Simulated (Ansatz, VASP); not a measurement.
KCl: VASP beside Ansatz

Contents of POSCAR:

```
KCl
1.0
    3.8077924452      0.0000000000      0.0000000000
    0.0000000000      3.8077924452      0.0000000000
    0.0000000000      0.0000000000      3.8077924452
K Cl
1 1
Direct
    0.0000000000      0.0000000000      0.0000000000
    0.5000000000      0.5000000000      0.5000000000
```

The input INCAR.step1:

```
  ALGO = Normal
  EDIFF = 1E-4
  ENCUT = 520
  GGA = PE
  ISMEAR = 0
  LASPH = True
  LCHARG = False
  LREAL = False
  LWAVE = True
  NBANDS = 15
  NELM = 60
  PREC = Accurate
  SIGMA = 0.02
```

Contents of INCAR.step2:

```
  ALGO = Normal
  EDIFF = 1E-6
  ENCUT = 520
  ISIF = 2
  ISMEAR = 0
  ISTART = 1
  LASPH = True
  LCHARG = False
  LMIXTAU = True
  LREAL = False
  LWAVE = False
  METAGGA = R2SCAN
  NBANDS = 15
  NELM = 60
  PREC = Accurate
  SIGMA = 0.02
```

KPOINTS

```
k-points
0
Gamma
  6 6 6
```

Input for Ansatz:

```yaml
crystal:
  lattice:
    - [3.8077924452, 0.0, 0.0]
    - [0.0, 3.8077924452, 0.0]
    - [0.0, 0.0, 3.8077924452]
  atoms:
    - { symbol: K, position: [0.0, 0.0, 0.0] }
    - { symbol: Cl, position: [0.5, 0.5, 0.5] }
basis:
  ecutwfc: 500
kpoints:
  mp_grid: { grid: [6, 6, 6] }
hamiltonian:
  xc: r2scan
scf:
  occupations: { method: gaussian, width: 0.02 }
output:
  forces: true
  stress: true
  eigenvalues: true
```

Alike in both runs: task single point; functional r2SCAN; k mesh 6 × 6 × 6; occupations gaussian, width 0.02 eV; no spin polarisation.

|  | VASP | Ansatz |
| --- | --- | --- |
| version | VASP 6.6.1 | Ansatz 0.2.0 |
| potentials or method | VASP PAW PBE potentials, release 64 (K_sv, Cl), cutoff 520 eV | scalar-relativistic, plane waves, PAW |
| valence electrons in the cell | 16 | 16 |

VASP gave:

| Quantity | Value |
| --- | --- |
| gap on the k mesh at the Fermi level (eV) | 5.67 |
| least direct gap on the mesh (eV) | 5.88 |
| pressure (GPa) | -0.7 |

Estimate Ansatz's values.

gap on the k mesh at the Fermi level (eV): 5.66; least direct gap on the mesh (eV): 5.87; pressure (GPa): -0.6.

VASP's potentials were made for PBE, not for r2SCAN.
